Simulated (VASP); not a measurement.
# Fe (Pm-3m) in VASP: a series of runs

Fe is run at these levels: LDA; tasks: single point, relaxation of cell and atoms.

All numbers are computed with VASP 6.6.1; they aren't measurements. Logs are shortened: lines on timing, memory, paths and dates and some standing lists are left out, and cuts for length are marked.

## 1. The cell of the first run

The structure is cubic, space group Pm-3m (No. 221). The conventional cell has a = 2.035 Å, b = 2.035 Å, c = 2.035 Å, α = 90.00°, β = 90.00°, γ = 90.00°. Within 2.7 Å of Fe (site symmetry m-3m) lie 6 Fe at 2.03 Å.

This isn't the form of Fe at room conditions, which is bcc.

## 2. Single point, LDA, collinear spin, ferromagnetic start

INCAR reads:

```
SYSTEM = Fe
  PREC = Accurate
  ENCUT = 520
  EDIFF = 1E-6
  ISMEAR = -1
  SIGMA = 0.05
  LREAL = .False.
  LASPH = .True.
  NELM = 150
  ALGO = Normal
  ISIF = 2
  LWAVE = .False.
  LCHARG = .True.
  ISPIN = 2
  MAGMOM = 2.5
  LORBIT = 11
  LMAXMIX = 4
  GGA = CA
  LELF = .True.
  LVHAR = .True.
  NBANDS = 14
```

KPOINTS reads:

```
regular mesh
0
Gamma
  18 18 18
  0 0 0
```

POSCAR reads:

```
Fe
1.0
    2.0348210604      0.0000000000      0.0000000000
    0.0000000000      2.0348210604      0.0000000000
    0.0000000000      0.0000000000      2.0348210604
Fe
1
Direct
    0.0000000000      0.0000000000      0.0000000000
```

Potentials or basis: VASP PAW LDA potentials, release 64 (Fe).

On the command line:

```bash
> cat potpaw_LDA.64/Fe/POTCAR > POTCAR
> mpirun -np 1 vasp_std > vasp.out
```

OUTCAR:

```text
SYSTEM = Fe
   PREC = Accurate
   ENCUT = 520
   EDIFF = 1E-6
   ISMEAR = -1
   LREAL = .False.
   LASPH = .True.
   NELM = 150
   ISIF = 2
   ISPIN = 2
   LORBIT = 11
   GGA = CA

 ion  position               nearest neighbor table
   1  0.000  0.000  0.000-

  LATTYP: Found a simple cubic cell.
 ALAT       =     2.0348210604

  Lattice vectors:

 A1 = (   2.0348210604,   0.0000000000,   0.0000000000)
 A2 = (   0.0000000000,   2.0348210604,   0.0000000000)
 A3 = (   0.0000000000,   0.0000000000,   2.0348210604)

Analysis of symmetry for initial positions (statically):
=====================================================================
 Subroutine PRICEL returns:
 Original cell was already a primitive cell.

 Routine SETGRP: Setting up the symmetry group for a
 simple cubic supercell.

 Subroutine GETGRP returns: Found 48 space group operations
 (whereof 48 operations were pure point group operations)
 out of a pool of 48 trial point group operations.

The static configuration has the point symmetry O_h .

Analysis of symmetry for dynamics (positions and initial velocities):
=====================================================================
 Subroutine PRICEL returns:
 Original cell was already a primitive cell.

 Routine SETGRP: Setting up the symmetry group for a
 simple cubic supercell.

 Subroutine GETGRP returns: Found 48 space group operations
 (whereof 48 operations were pure point group operations)
 out of a pool of 48 trial point group operations.

The dynamic configuration has the point symmetry O_h .

Analysis of structural, dynamic, and magnetic symmetry:
=====================================================================
 Subroutine PRICEL returns:
 Original cell was already a primitive cell.

 Routine SETGRP: Setting up the symmetry group for a
 simple cubic supercell.

 Subroutine GETGRP returns: Found 48 space group operations
 (whereof 48 operations were pure point group operations)
 out of a pool of 48 trial point group operations.

The overall configuration has the point symmetry O_h .

 Subroutine INISYM returns: Found 48 space group operations
 (whereof 48 operations are pure point group operations),
 and found     1 'primitive' translations

----------------------------------------------------------------------------------------

                                     Primitive cell

  volume of cell :       8.4252

  direct lattice vectors                    reciprocal lattice vectors
     2.034821060  0.000000000  0.000000000     0.491443705  0.000000000  0.000000000
     0.000000000  2.034821060  0.000000000     0.000000000  0.491443705  0.000000000
     0.000000000  0.000000000  2.034821060     0.000000000  0.000000000  0.491443705

  length of vectors
     2.034821060  2.034821060  2.034821060     0.491443705  0.491443705  0.491443705

  position of ions in fractional coordinates (direct lattice)
     0.000000000  0.000000000  0.000000000

  ion indices of the primitive-cell ions
   primitive index   ion index
                 1           1

----------------------------------------------------------------------------------------

 KPOINTS: regular mesh

Automatic generation of k-mesh.
 Grid dimensions read from file:
 generate k-points for:   18   18   18

 Generating k-lattice:

  Cartesian coordinates                     Fractional coordinates (reciprocal lattice)
     0.027302428  0.000000000  0.000000000     0.055555556  0.000000000  0.000000000
     0.000000000  0.027302428  0.000000000     0.000000000  0.055555556  0.000000000
     0.000000000  0.000000000  0.027302428     0.000000000  0.000000000  0.055555556

  Length of vectors
     0.027302428  0.027302428  0.027302428

  Shift w.r.t. Gamma in fractional coordinates (k-lattice)
     0.000000000  0.000000000  0.000000000

 Subroutine IBZKPT returns following result:
 ===========================================

 Found    220 irreducible k-points:

 Following reciprocal coordinates:
            Coordinates               Weight
  0.000000  0.000000  0.000000      1.000000
  0.055556  0.000000  0.000000      6.000000
  0.111111  0.000000  0.000000      6.000000
  0.166667  0.000000  0.000000      6.000000
  0.222222  0.000000  0.000000      6.000000
  0.277778  0.000000  0.000000      6.000000
[... 16 lines left out ...]
  0.277778  0.111111  0.000000     24.000000
  0.333333  0.111111  0.000000     24.000000
 [... further k-points ...]
   k-points           NKPTS =    220   k-points in BZ     NKDIM =    220   number of bands    NBANDS=     14
   number of dos      NEDOS =    301   number of ions     NIONS =      1
   total plane-waves  NPLWV =   4096
   dimension x,y,z NGX =    16 NGY =   16 NGZ =   16
   dimension x,y,z NGXF=    32 NGYF=   32 NGZF=   32
   ions per type =               1
   NGX,Y,Z   is equivalent  to a cutoff of  13.07, 13.07, 13.07 a.u.
   NGXF,Y,Z  is equivalent  to a cutoff of  26.14, 26.14, 26.14 a.u.
 SYSTEM =  Fe
   PREC   = accura    normal or accurate (medium, high low for compatibility)
   ISTART =      0    job   : 0-new  1-cont  2-samecut
   ICHARG =      2    charge: 1-file 2-atom 10-const
   ISPIN  =      2    spin polarized calculation?
   LNONCOLLINEAR =      F non collinear calculations
   LSORBIT =      F    spin-orbit coupling
   LASPH  =      T    aspherical Exc in radial PAW
   ENCUT  =  520.0 eV  38.22 Ry    6.18 a.u.   3.78  3.78  3.78*2*pi/ulx,y,z
   NELM   =    150;   NELMIN=  2; NELMDL= -5     # of ELM steps
   EDIFF  = 0.1E-05   stopping-criterion for ELM
   LREAL  =      F    real-space projection
   EDIFFG = 0.1E-04   stopping-criterion for IOM
   NSW    =      0    number of steps for IOM
   IBRION =     -1    ionic relax: 0-MD 1-quasi-New 2-CG
   NFREE  =      0    steps in history (QN), initial steepest desc. (CG)
   ISIF   =      2    stress and relaxation
   ISYM   =      2    0-nonsym 1-usesym 2-fastsym
   POTIM  = 0.5000    time-step for ionic-motion
   TEBEG  =    0.0;   TEEND  =   0.0 temperature during run
   PSTRESS=    0.0 pullay stress
   NELECT =       8.0000    total number of electrons
   NUPDOWN=      -1.0000    fix difference up-down
   EMIN   =  10.00;   EMAX   =-10.00  energy-range for DOS
   EFERMI =   0.00;   METHOD = LEGACY
   ISMEAR =    -1;   SIGMA  =   0.05  broadening in eV -4-tet -1-fermi 0-gaus
   EFERMI_NEDOS =   21; number of points for ismear=-14 and -15
   IALGO  =     38    algorithm
   IMIX   =      4    mixing-type and parameters
     AMIX     =   0.40;   BMIX     =  1.00
     AMIX_MAG =   1.60;   BMIX_MAG =  1.00
  volume/ion in A,a.u.               =       8.43        56.86
  Fermi-wavevector in a.u.,A,eV,Ry     =   1.609084  3.040727 35.227524  2.589150
  Thomas-Fermi vector in A             =   2.704850
   LORBIT       =     11    0 simple, 1 ext, 2 COOP (PROOUT), +10 PAW based schemes
   GGA     = CA    functional components
   LHFCALC =     F    Hartree Fock is set to
   AEXX    =    0.0000 exact exchange contribution
   IVDW    =     0    specifies the selected vdW correction
   LEPSILON=     F    determine dielectric tensor
   LRPA    =     F    only Hartree local field effects (RPA)
 spin polarized calculation
  energy-cutoff  :      520.00
  volume of cell :        8.43
 maximum number of plane-waves:       251
 NGX is ok and might be reduce to    16
   NGX =  7   NGY =  7   NGZ =  7

 number of electron       7.9999993 magnetization      -0.0041459

 number of electron       7.9999993 magnetization       0.0002050

 Free energy of the ion-electron system (eV)
  ---------------------------------------------------
  ext. energy  EPLUGINS =         0.00000000
  ---------------------------------------------------
  free energy    TOTEN  =        -7.72444726 eV

  energy without entropy =       -7.71231266  energy(sigma->0) =       -7.71837996

 E-fermi :   9.7474     XC(G=0): -15.0653

 val. band max:        9.7457228262   @ k =   0.2778   0.1667   0.0000
 cond. band min:       9.7646024758   @ k =   0.3333   0.3333   0.0556
 fundamental gap:      0.0188796496
 Fermi energy:         9.7473577963

 spin component 1

 k-point     1 :       0.0000    0.0000    0.0000
  band No.  band energies     occupation
      1      -0.4955      1.00000
      2       3.7828      1.00000
      3       3.7828      1.00000
      4      11.2701      0.00000
      5      11.2701      0.00000
      6      11.2701      0.00000
      7      34.9346      0.00000
      8      34.9346      0.00000
      9      34.9346      0.00000
     10      40.1516      0.00000
     11      40.1516      0.00000
     12      46.6437      0.00000
     13      59.7683      0.00000
     14      59.7683      0.00000
[... 375 lines left out ...]
 k-point    24 :       0.3333    0.1111    0.0000
  band No.  band energies     occupation
      1       3.3725      1.00000
      2       4.8640      1.00000
      3       6.5469      1.00000
      4       9.2916      0.99989
      5       9.4954      0.99356
      6      11.1439      0.00000
      7      21.7119      0.00000
      8      34.5236      0.00000
      9      40.1374      0.00000
     10      41.2097      0.00000
     11      45.5476      0.00000
     12      50.2221      0.00000
     13      52.6770      0.00000
     14      53.5451      0.00000

 [... further k-points ...]

 spin component 2

 k-point     1 :       0.0000    0.0000    0.0000
  band No.  band energies     occupation
      1      -0.4955      1.00000
      2       3.7829      1.00000
      3       3.7829      1.00000
      4      11.2701      0.00000
      5      11.2702      0.00000
      6      11.2702      0.00000
      7      34.9345      0.00000
      8      34.9345      0.00000
      9      34.9345      0.00000
     10      40.1516      0.00000
     11      40.1516      0.00000
     12      46.6437      0.00000
     13      59.7683      0.00000
     14      59.7683      0.00000
[... 375 lines left out ...]
 k-point    24 :       0.3333    0.1111    0.0000
  band No.  band energies     occupation
      1       3.3725      1.00000
      2       4.8640      1.00000
      3       6.5469      1.00000
      4       9.2917      0.99989
      5       9.4955      0.99356
      6      11.1440      0.00000
      7      21.7119      0.00000
      8      34.5236      0.00000
      9      40.1374      0.00000
     10      41.2096      0.00000
     11      45.5476      0.00000
     12      50.2221      0.00000
     13      52.6769      0.00000
     14      53.5451      0.00000

 [... further k-points ...]

------------------------ aborting loop because EDIFF is reached ----------------------------------------

  FORCE on cell =-STRESS in cart. coord.  units (eV):
  Direction    XX          YY          ZZ          XY          YZ          ZX
  --------------------------------------------------------------------------------------
  -------------------------------------------------------------------------------------
  Total        5.6390482      5.6390482      5.6390482      0.0000000      0.0000000      0.0000000
  in kB     1072.3528603   1072.3528603   1072.3528603      0.0000000      0.0000000      0.0000000
  external PRESSURE =    1072.3528603 kB  Pullay stress =       0.0000000 kB

 VOLUME and BASIS-vectors are now :
 -----------------------------------------------------------------------------
  energy-cutoff  :      520.00
  volume of cell :        8.43
      direct lattice vectors                 reciprocal lattice vectors
     2.034821060  0.000000000  0.000000000     0.491443705  0.000000000  0.000000000
     0.000000000  2.034821060  0.000000000     0.000000000  0.491443705  0.000000000
     0.000000000  0.000000000  2.034821060     0.000000000  0.000000000  0.491443705

 POSITION                                       TOTAL-FORCE (eV/Angst)
 -----------------------------------------------------------------------------------
      0.00000      0.00000      0.00000         0.000000      0.000000      0.000000
 -----------------------------------------------------------------------------------
    total drift:                               -0.000000     -0.000000      0.000000

  FREE ENERGIE OF THE ION-ELECTRON SYSTEM (eV)
  ---------------------------------------------------
  free  energy   TOTEN  =        -7.7244472576 eV

  energy  without entropy=       -7.7123126583  energy(sigma->0) =       -7.71837996

 total charge

# of ion       s       p       d       tot
------------------------------------------
    1        0.672   0.749   6.902   8.324

 magnetization (x)

# of ion       s       p       d       tot
------------------------------------------
    1       -0.000  -0.000   0.000   0.000
```

Wall time 42 s (1 thread of Intel Xeon 8259CL, shared host); peak memory 0.15 GiB.

Results:

```yaml
Free_energy: -7.7244 eV
Pressure: 107.2 GPa
Band_gap_on_the_k_mesh: zero (filled and empty bands overlap)
Net_moment: 0.00 μB per cell
```

Caveat: the cell stands under pressure; the moments typed at the start vanished in this run.

## 3. Single point, LDA, collinear spin, ferromagnetic start

INCAR, as its differences from that of step 2:

```diff
@@ -12,3 +12,3 @@
   LWAVE = .False.
-  LCHARG = .True.
+  LCHARG = .False.
   ISPIN = 2
@@ -17,5 +17,2 @@
   LMAXMIX = 4
-  GGA = CA
-  LELF = .True.
-  LVHAR = .True.
   NBANDS = 14
```

KPOINTS is that of step 2.

POSCAR is that of step 2.

Potentials or basis: VASP PAW LDA potentials, release 64 (Fe).

On the command line:

```bash
> cat potpaw_LDA.64/Fe/POTCAR > POTCAR
> mpirun -np 1 vasp_std > vasp.out
```

OUTCAR:

```text
SYSTEM = Fe
   PREC = Accurate
   ENCUT = 520
   EDIFF = 1E-6
   ISMEAR = -1
   LREAL = .False.
   LASPH = .True.
   NELM = 150
   ISIF = 2
   ISPIN = 2
   LORBIT = 11

 ion  position               nearest neighbor table
   1  0.000  0.000  0.000-

  LATTYP: Found a simple cubic cell.
 ALAT       =     2.0348210604

  Lattice vectors:

 A1 = (   2.0348210604,   0.0000000000,   0.0000000000)
 A2 = (   0.0000000000,   2.0348210604,   0.0000000000)
 A3 = (   0.0000000000,   0.0000000000,   2.0348210604)

Analysis of symmetry for initial positions (statically):
=====================================================================
 Subroutine PRICEL returns:
 Original cell was already a primitive cell.

 Routine SETGRP: Setting up the symmetry group for a
 simple cubic supercell.

 Subroutine GETGRP returns: Found 48 space group operations
 (whereof 48 operations were pure point group operations)
 out of a pool of 48 trial point group operations.

The static configuration has the point symmetry O_h .

Analysis of symmetry for dynamics (positions and initial velocities):
[... 609 lines left out ...]
     14      59.7683      0.00000
[... 379 lines left out ...]
      3       6.5469      1.00000
      4       9.2917      0.99989
      5       9.4955      0.99356
      6      11.1440      0.00000
      7      21.7119      0.00000
      8      34.5236      0.00000
      9      40.1374      0.00000
     10      41.2096      0.00000
     11      45.5476      0.00000
     12      50.2221      0.00000
     13      52.6769      0.00000
     14      53.5451      0.00000

 [... further k-points ...]

------------------------ aborting loop because EDIFF is reached ----------------------------------------

  FORCE on cell =-STRESS in cart. coord.  units (eV):
  Direction    XX          YY          ZZ          XY          YZ          ZX
  --------------------------------------------------------------------------------------
  -------------------------------------------------------------------------------------
  Total        5.6390482      5.6390482      5.6390482      0.0000000      0.0000000      0.0000000
  in kB     1072.3528603   1072.3528603   1072.3528603      0.0000000      0.0000000      0.0000000
  external PRESSURE =    1072.3528603 kB  Pullay stress =       0.0000000 kB

 VOLUME and BASIS-vectors are now :
 -----------------------------------------------------------------------------
  energy-cutoff  :      520.00
  volume of cell :        8.43
      direct lattice vectors                 reciprocal lattice vectors
     2.034821060  0.000000000  0.000000000     0.491443705  0.000000000  0.000000000
     0.000000000  2.034821060  0.000000000     0.000000000  0.491443705  0.000000000
     0.000000000  0.000000000  2.034821060     0.000000000  0.000000000  0.491443705

 POSITION                                       TOTAL-FORCE (eV/Angst)
 -----------------------------------------------------------------------------------
      0.00000      0.00000      0.00000         0.000000      0.000000      0.000000
 -----------------------------------------------------------------------------------
    total drift:                               -0.000000     -0.000000      0.000000

  FREE ENERGIE OF THE ION-ELECTRON SYSTEM (eV)
  ---------------------------------------------------
  free  energy   TOTEN  =        -7.7244472576 eV

  energy  without entropy=       -7.7123126583  energy(sigma->0) =       -7.71837996

 total charge

# of ion       s       p       d       tot
------------------------------------------
    1        0.672   0.749   6.902   8.324

 magnetization (x)

# of ion       s       p       d       tot
------------------------------------------
    1       -0.000  -0.000   0.000   0.000
```

OSZICAR:

```text
N       E                     dE             d eps       ncg     rms          rms(c)
DAV:   1     0.235359972125E+02    0.23536E+02   -0.38043E+03 13962   0.783E+02
DAV:   2    -0.700437459666E+01   -0.30540E+02   -0.28382E+02 13562   0.139E+02
DAV:   3    -0.789379339647E+01   -0.88942E+00   -0.88428E+00 15152   0.236E+01
DAV:   4    -0.789633360361E+01   -0.25402E-02   -0.25399E-02 14444   0.115E+00
DAV:   5    -0.789634194927E+01   -0.83457E-05   -0.83457E-05 15188   0.655E-02    0.172E+01
DAV:   6    -0.771244300692E+01    0.18390E+00   -0.24226E+00 15680   0.209E+01    0.480E+00
DAV:   7    -0.771901711148E+01   -0.65741E-02   -0.11287E-01 16134   0.355E+00    0.276E+00
DAV:   8    -0.772494271956E+01   -0.59256E-02   -0.10148E-02 16868   0.937E-01    0.104E+00
DAV:   9    -0.772441547910E+01    0.52724E-03   -0.44615E-03 16170   0.622E-01    0.201E-01
DAV:  10    -0.772441834588E+01   -0.28668E-05   -0.60082E-04 17694   0.252E-01    0.672E-02
DAV:  11    -0.772444544758E+01   -0.27102E-04   -0.20188E-05 15386   0.453E-02    0.275E-02
DAV:  12    -0.772444805800E+01   -0.26104E-05   -0.25327E-06 11866   0.125E-02    0.195E-02
DAV:  13    -0.772444725763E+01    0.80038E-06   -0.18059E-06  9956   0.156E-02
   1 F= -.77244473E+01 E0= -.77183800E+01  d E =-.121346E-01  mag=     0.0000
```

stdout:

```text
POSCAR found type information on POSCAR Fe
 POSCAR found :  1 types and       1 ions
 scaLAPACK will be used
 LDA part: xc-table for (Slater(with rela. corr.)+CA(PZ))
 , standard interpolation
 POSCAR, INCAR and KPOINTS ok, starting setup
 FFT: planning ... GRIDC
 FFT: planning ... GRID_SOFT
 FFT: planning ... GRID
 WAVECAR not read
 entering main loop
```

Wall time 46 s (1 thread of Intel Xeon 8259CL, shared host); peak memory 0.15 GiB.

What came out:

| Quantity | Value |
| --- | --- |
| Free energy | -7.7244 eV |
| Pressure | 107.2 GPa |
| Band gap on the k mesh | zero (filled and empty bands overlap) |
| Net moment | 0.00 μB per cell |

Caveat: the cell stands under pressure; the moments typed at the start vanished in this run.

(Part 1 of 2 ends here.)

The gap in the log of VASP goes by the Fermi energy; the results here count the filled bands.